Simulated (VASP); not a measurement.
## W: single point with r2SCAN

The system is W.

```
W
1.0
    -1.57520    1.57520    1.57520
     1.57520   -1.57520    1.57520
     1.57520    1.57520   -1.57520
W
1
Direct
  0.00000 0.00000 0.00000
```

```json
{
  "Program": "VASP 6.6.1",
  "Task": "single point",
  "Functional": "r2SCAN",
  "Potentials or basis": "VASP PAW PBE potentials, release 64 (W_sv)",
  "Cutoff": "520 eV",
  "k mesh": "18 × 18 × 18",
  "Occupations": "gaussian, width 0.05 eV",
  "Spin": "no spin polarisation"
}
```

```yaml
Pressure: 7.0 GPa
Band_gap_on_the_k_mesh: zero (bands 7 and 8 overlap by 6.75 eV)
```

Levels at points of the mesh, in eV from the Fermi level:
```
           k point  band 3  band 4  band 5  band 6  band 7  band 8  band 9  band 10  band 11  band 12
(0.00, 0.00, 0.00)  -38.92  -38.92  -10.20   -1.30   -1.30   -1.30    2.61     2.61    15.30    15.30
(0.50, 0.00, 0.00)  -39.38  -38.93   -6.65   -3.81    0.59    2.45    3.52     6.48    11.91    12.12
(0.50, 0.50, 0.50)  -39.92  -39.92   -6.13   -6.13    5.45    5.45    5.45     8.67     8.67     8.67
```

Wall time 110 s on 1 thread of Intel Xeon 8259CL (shared host), peak memory 0.16 GiB.

Caveat: the cell stands under pressure; the PAW data sets were made with another functional, which shifts forces and pressure a little; spin-orbit coupling is left out, which moves the levels of the heavy elements.
